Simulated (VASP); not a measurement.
Here is a VASP 6.6.1 calculation.

Contents of INCAR:

```
SYSTEM = Mg2Si3N3
PREC = Accurate
ENCUT = 600
EDIFF = 1E-6
ISMEAR = 0
SIGMA = 0.2
LREAL = .FALSE.
LASPH = .TRUE.
NELM = 120
ALGO = Normal
ISIF = 2
LWAVE = .FALSE.
LCHARG = .FALSE.
GGA = PE
NBANDS = 26
GGA_COMPAT = .FALSE.
```

File KPOINTS:

```
regular mesh
0
G
  5 4 2
  0 0 0
```

The input POSCAR:

```
Mg2Si3N3
1.0
    3.9460670908      0.0000000000      0.0000000000
    0.0000000000      2.8949640019      0.0000000000
    0.0000000000      0.0000000000      8.8147887118
Mg Si N
2 3 3
Direct
    0.0000000000      0.0000000000      0.3058851291
    0.0000000000      0.0000000000      0.6941148709
    0.0000000000      0.5000000000      0.0000000000
    0.5000000000      0.0000000000      0.5000000000
    0.5000000000      0.0000000000      0.0000000000
    0.5000000000      0.5000000000      0.1416536113
    0.5000000000      0.5000000000      0.8583463887
    0.0000000000      0.5000000000      0.5000000000
```

Potentials or basis: VASP PAW PBE potentials, release 64 (Mg, Si, N).

Command:

```console
$ cat potpaw_PBE.64/Mg/POTCAR potpaw_PBE.64/Si/POTCAR potpaw_PBE.64/N/POTCAR > POTCAR
$ mpirun -np 1 vasp_std > vasp.out
```

Predict the largest force.

0.025 eV/Å.

Predict the band gap on the k mesh.

zero (an odd number of electrons rules out a gap without spin polarisation).

Predict the pressure.

-0.1 GPa.

Stress tensor (GPa, compression positive):
```
-0.41  0.00  0.00
 0.00 -0.03  0.00
 0.00  0.00  0.00
```

Caveat: the k points lie up to 0.54 Å⁻¹ apart, too coarse for converged energies and pressures of a metal.
